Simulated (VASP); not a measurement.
# C (R-3m) in VASP: notebook

C is run at these levels: PBE+D3(BJ); tasks: single point, relaxation of cell and atoms.

Program: VASP 6.6.1. These are calculated values, not measurements. Logs are shortened: lines on timing, memory, paths and dates and some standing lists are left out, and cuts for length are marked.

### Step 1. The cell of the first run

The structure is trigonal, space group R-3m (No. 166). Conventional cell: a = 2.465 Å, b = 2.465 Å, c = 9.974 Å, α = 90.00°, β = 90.00°, γ = 120.00°. C (site symmetry 3m) has 3 C at 1.42 Å within 1.9 Å.

### Step 2. Single point, PBE+D3(BJ)

INCAR

```
SYSTEM = C
PREC = Accurate ; ENCUT = 600
EDIFF = 1E-6 ; ISMEAR = 0
SIGMA = 0.1 ; LREAL = .False.
LASPH = .True. ; NELM = 120
ALGO = Normal ; ISIF = 2
LWAVE = .False. ; LCHARG = .False.
GGA = PE ; IVDW = 12
NBANDS = 11 ; GGA_COMPAT = .False.
```

KPOINTS

```
regular mesh
0
Gamma
  9 9 9
  0 0 0
```

POSCAR

```
C
1.0
    1.2325534650      0.7116150748      3.3247414240
   -1.2325534650      0.7116150748      3.3247414240
    0.0000000000     -1.4232301496      3.3247414240
C
2
Direct
    0.1665465589      0.1665465589      0.1665465589
    0.8334534411      0.8334534411      0.8334534411
```

Potentials or basis: VASP PAW PBE potentials, release 64 (C).

Run with:

```
$ cat potpaw_PBE.64/C/POTCAR > POTCAR
$ mpirun -np 1 vasp_std > vasp.out
```

OUTCAR:

```text
SYSTEM = C
   PREC = Accurate
   ENCUT = 600
   EDIFF = 1E-6
   ISMEAR = 0
   LREAL = .False.
   LASPH = .True.
   NELM = 120
   ISIF = 2
   GGA = PE
   IVDW = 12
 IVDW          = 12

 ion  position               nearest neighbor table
   1  0.167  0.167  0.167-   2 1.42   2 1.42   2 1.42
   2  0.833  0.833  0.833-   1 1.42   1 1.42   1 1.42

  LATTYP: Found a trigonal (rhomboedric) cell.
 ALAT       =     3.6165576997
 COS(alpha) =     0.7676991854

  Lattice vectors:

 A1 = (   1.2325534650,   0.7116150748,   3.3247414240)
 A2 = (  -1.2325534650,   0.7116150748,   3.3247414240)
 A3 = (   0.0000000000,  -1.4232301496,   3.3247414240)

Analysis of symmetry for initial positions (statically):
=====================================================================
 Subroutine PRICEL returns:
 Original cell was already a primitive cell.

 Routine SETGRP: Setting up the symmetry group for a
 trigonal (rhombohedral) supercell.

 Subroutine GETGRP returns: Found 12 space group operations
 (whereof 12 operations were pure point group operations)
 out of a pool of 12 trial point group operations.

The static configuration has the point symmetry D_3d.

Analysis of symmetry for dynamics (positions and initial velocities):
=====================================================================
 Subroutine PRICEL returns:
 Original cell was already a primitive cell.

 Routine SETGRP: Setting up the symmetry group for a
 trigonal (rhombohedral) supercell.

 Subroutine GETGRP returns: Found 12 space group operations
 (whereof 12 operations were pure point group operations)
 out of a pool of 12 trial point group operations.

The dynamic configuration has the point symmetry D_3d.

 Subroutine INISYM returns: Found 12 space group operations
 (whereof 12 operations are pure point group operations),
 and found     1 'primitive' translations

----------------------------------------------------------------------------------------

                                     Primitive cell

  volume of cell :      17.4969

  direct lattice vectors                    reciprocal lattice vectors
     1.232553465  0.711615075  3.324741424     0.405661916  0.234209016  0.100258423
    -1.232553465  0.711615075  3.324741424    -0.405661916  0.234209016  0.100258423
     0.000000000 -1.423230150  3.324741424     0.000000000 -0.468418033  0.100258423

  length of vectors
     3.616557700  3.616557700  3.616557700     0.479027353  0.479027353  0.479027353

  position of ions in fractional coordinates (direct lattice)
     0.166546559  0.166546559  0.166546559
     0.833453441  0.833453441  0.833453441

  ion indices of the primitive-cell ions
   primitive index   ion index
                 1           1
                 2           2

----------------------------------------------------------------------------------------

 KPOINTS: regular mesh

Automatic generation of k-mesh.
 Grid dimensions read from file:
 generate k-points for:    9    9    9

 Generating k-lattice:

  Cartesian coordinates                     Fractional coordinates (reciprocal lattice)
     0.045073546  0.026023224  0.011139825     0.111111111  0.000000000  0.000000000
    -0.045073546  0.026023224  0.011139825     0.000000000  0.111111111  0.000000000
     0.000000000 -0.052046448  0.011139825     0.000000000  0.000000000  0.111111111

  Length of vectors
     0.053225261  0.053225261  0.053225261

  Shift w.r.t. Gamma in fractional coordinates (k-lattice)
     0.000000000  0.000000000  0.000000000

 Subroutine IBZKPT returns following result:
 ===========================================

 Found     85 irreducible k-points:

 Following reciprocal coordinates:
            Coordinates               Weight
  0.000000  0.000000  0.000000      1.000000
  0.111111  0.000000 -0.000000      6.000000
  0.222222 -0.000000 -0.000000      6.000000
  0.333333  0.000000 -0.000000      6.000000
  0.444444 -0.000000 -0.000000      6.000000
  0.111111  0.111111 -0.000000      6.000000
[... 16 lines left out ...]
 -0.333333  0.333333  0.000000      6.000000
  0.444444  0.444444 -0.000000      6.000000
 [... further k-points ...]
   k-points           NKPTS =     85   k-points in BZ     NKDIM =     85   number of bands    NBANDS=     11
   number of dos      NEDOS =    301   number of ions     NIONS =      2
   total plane-waves  NPLWV =  27000
   dimension x,y,z NGX =    30 NGY =   30 NGZ =   30
   dimension x,y,z NGXF=    60 NGYF=   60 NGZF=   60
   ions per type =               2
   NGX,Y,Z   is equivalent  to a cutoff of  13.79, 13.79, 13.79 a.u.
   NGXF,Y,Z  is equivalent  to a cutoff of  27.58, 27.58, 27.58 a.u.
 SYSTEM =  C
   PREC   = accura    normal or accurate (medium, high low for compatibility)
   ISTART =      0    job   : 0-new  1-cont  2-samecut
   ICHARG =      2    charge: 1-file 2-atom 10-const
   ISPIN  =      1    spin polarized calculation?
   LNONCOLLINEAR =      F non collinear calculations
   LSORBIT =      F    spin-orbit coupling
   LASPH  =      T    aspherical Exc in radial PAW
   ENCUT  =  600.0 eV  44.10 Ry    6.64 a.u.   7.22  7.22  7.22*2*pi/ulx,y,z
   NELM   =    120;   NELMIN=  2; NELMDL= -5     # of ELM steps
   EDIFF  = 0.1E-05   stopping-criterion for ELM
   LREAL  =      F    real-space projection
   EDIFFG = 0.1E-04   stopping-criterion for IOM
   NSW    =      0    number of steps for IOM
   IBRION =     -1    ionic relax: 0-MD 1-quasi-New 2-CG
   NFREE  =      0    steps in history (QN), initial steepest desc. (CG)
   ISIF   =      2    stress and relaxation
   ISYM   =      2    0-nonsym 1-usesym 2-fastsym
   POTIM  = 0.5000    time-step for ionic-motion
   TEBEG  =    0.0;   TEEND  =   0.0 temperature during run
   PSTRESS=    0.0 pullay stress
   NELECT =       8.0000    total number of electrons
   NUPDOWN=      -1.0000    fix difference up-down
   EMIN   =  10.00;   EMAX   =-10.00  energy-range for DOS
   EFERMI =   0.00;   METHOD = LEGACY
   ISMEAR =     0;   SIGMA  =   0.10  broadening in eV -4-tet -1-fermi 0-gaus
   EFERMI_NEDOS =   21; number of points for ismear=-14 and -15
   IALGO  =     38    algorithm
   IMIX   =      4    mixing-type and parameters
     AMIX     =   0.40;   BMIX     =  1.00
     AMIX_MAG =   1.60;   BMIX_MAG =  1.00
  volume/ion in A,a.u.               =       8.75        59.04
  Fermi-wavevector in a.u.,A,eV,Ry     =   1.261202  2.383327 21.641858  1.590632
  Thomas-Fermi vector in A             =   2.394673
   LORBIT       =      0    0 simple, 1 ext, 2 COOP (PROOUT), +10 PAW based schemes
   GGA     = PE    functional components
   LHFCALC =     F    Hartree Fock is set to
   AEXX    =    0.0000 exact exchange contribution
   IVDW    =    12    specifies the selected vdW correction
   LEPSILON=     F    determine dielectric tensor
   LRPA    =     F    only Hartree local field effects (RPA)
 non-spin polarized calculation
 Gauss-broadening in eV      SIGMA  =   0.10
  energy-cutoff  :      600.00
  volume of cell :       17.50
 maximum number of plane-waves:       599
 NGX is ok and might be reduce to    30
   NGX = 15   NGY = 15   NGZ = 15

 number of electron       8.0000000 magnetization

 Free energy of the ion-electron system (eV)
  ---------------------------------------------------
  ext. energy  EPLUGINS =         0.00000000
  ---------------------------------------------------
  free energy    TOTEN  =       -18.41946442 eV

  energy without entropy =      -18.41946441  energy(sigma->0) =      -18.41946442

 E-fermi :   4.7588     XC(G=0): -10.3871

 val. band max:        4.4126828953   @ k =  -0.3333   0.3333   0.0000
 cond. band min:       5.1033582238   @ k =  -0.3333   0.3333   0.0000
 fundamental gap:      0.6906753285
 Fermi energy:         4.7587931156

 k-point     1 :       0.0000    0.0000    0.0000
  band No.  band energies     occupation
      1     -14.9068      2.00000
      2      -1.7381      2.00000
      3       1.7565      2.00000
      4       1.7565      2.00000
      5       9.1192      0.00000
      6      13.1290      0.00000
      7      13.1290      0.00000
      8      16.0994      0.00000
      9      17.4074      0.00000
     10      27.5033      0.00000
     11      30.7620      0.00000

 k-point     2 :       0.1111    0.0000   -0.0000
  band No.  band energies     occupation
      1     -14.6084      2.00000
      2      -1.4394      2.00000
      3       0.6407      2.00000
      4       1.1882      2.00000
      5       9.5426      0.00000
      6      13.2351      0.00000
      7      14.3298      0.00000
      8      15.1030      0.00000
      9      17.9576      0.00000
     10      28.1570      0.00000
     11      28.6017      0.00000

 k-point     3 :       0.2222   -0.0000   -0.0000
  band No.  band energies     occupation
      1     -13.7197      2.00000
      2      -1.9158      2.00000
      3      -0.5544      2.00000
      4       0.0410      2.00000
      5      10.7878      0.00000
      6      12.6409      0.00000
      7      13.1170      0.00000
      8      17.3042      0.00000
      9      19.5309      0.00000
     10      24.9581      0.00000
     11      27.4715      0.00000
[... 267 lines left out ...]
 k-point    23 :      -0.3333    0.3333    0.0000
  band No.  band energies     occupation
      1      -7.8708      2.00000
      2      -7.7670      2.00000
      3      -5.7800      2.00000
      4       4.4127      2.00000
      5       5.1034      0.00000
      6      15.4485      0.00000
      7      17.1620      0.00000
      8      19.5995      0.00000
      9      20.0214      0.00000
     10      23.1610      0.00000
     11      25.5127      0.00000

 k-point    24 :       0.4444    0.4444   -0.0000
  band No.  band energies     occupation
      1     -10.2205      2.00000
      2      -7.5352      2.00000
      3      -1.5916      2.00000
      4       1.6940      2.00000
      5       6.5649      0.00000
      6      11.9943      0.00000
      7      17.3042      0.00000
      8      20.5724      0.00000
      9      24.1598      0.00000
     10      24.1859      0.00000
     11      28.4755      0.00000

 [... further k-points ...]

------------------------ aborting loop because EDIFF is reached ----------------------------------------

 Edisp (eV)   -0.31606

 E8    (eV) :    -0.0897

  FORCE on cell =-STRESS in cart. coord.  units (eV):
  Direction    XX          YY          ZZ          XY          YZ          ZX
  --------------------------------------------------------------------------------------
  -------------------------------------------------------------------------------------
  Total       0.02754     0.02754    -0.03482     0.00000     0.00000    -0.00000
  in kB       2.52183     2.52183    -3.18870     0.00000     0.00000    -0.00000
  external pressure =        0.62 kB  Pullay stress =        0.00 kB

 VOLUME and BASIS-vectors are now :
 -----------------------------------------------------------------------------
  energy-cutoff  :      600.00
  volume of cell :       17.50
      direct lattice vectors                 reciprocal lattice vectors
     1.232553465  0.711615075  3.324741424     0.405661916  0.234209016  0.100258423
    -1.232553465  0.711615075  3.324741424    -0.405661916  0.234209016  0.100258423
     0.000000000 -1.423230150  3.324741424     0.000000000 -0.468418033  0.100258423

 POSITION                                       TOTAL-FORCE (eV/Angst)
 -----------------------------------------------------------------------------------
      0.00000      0.00000      1.66117         0.000000      0.000000     -0.002796
      0.00000      0.00000      8.31305         0.000000     -0.000000      0.002796
 -----------------------------------------------------------------------------------
    total drift:                                0.000000     -0.000000      0.000000

  FREE ENERGIE OF THE ION-ELECTRON SYSTEM (eV)
  ---------------------------------------------------
  free  energy   TOTEN  =       -18.7355291062 eV

  energy  without entropy=      -18.7355290955  energy(sigma->0) =      -18.73552910
```

Wall time 33 s (1 thread of Intel Xeon Platinum 8375C at 2.90GHz (Ice Lake), shared host); peak memory 0.17 GiB.

What came out:

| Item | Value |
| --- | --- |
| Free energy | -18.7355 eV |
| Pressure | 0.1 GPa |
| Dispersion energy per atom | -0.158 eV |

Forces on the atoms (eV/Å):
```
C    0.000  0.000 -0.003
C    0.000  0.000  0.003
```

[end of part 1 of 2]
